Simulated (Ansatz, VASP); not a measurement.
# Two plane-wave programs on NaCl

```
Na Cl
1.0
     0.00000    2.88678    2.88678
     2.88678    0.00000    2.88678
     2.88678    2.88678    0.00000
Na Cl
1 1
Direct
  0.00000 0.00000 0.00000
  0.50000 0.50000 0.50000
```

Change from the starting cell: hydrostatic strain +3.0%.

Alike in both runs: task single point; functional PBE; k mesh 8 × 8 × 8; occupations fermi-dirac, width 0.02 eV; no spin polarisation.

|  | VASP | Ansatz |
| --- | --- | --- |
| version | VASP 6.6.1 | Ansatz 0.2.0 |
| potentials or method | VASP PAW PBE potentials, release 64 (Na_pv, Cl) | plane waves, PAW |
| plane-wave cutoff (eV) | 520 | 420 |
| valence electrons in the cell | 14 | 16 |

```tsv
	VASP	Ansatz	Ansatz less VASP
gap on the k mesh at the Fermi level (eV)	4.85	4.85	0.000
pressure (GPa)	-0.9	-0.9	+0.03
```

The functional is the same, so the differences come from potentials, cutoffs and numerics. VASP's potentials hold 14 valence electrons a cell and Ansatz's 16, so a difference there can come from the potentials and not from the codes.
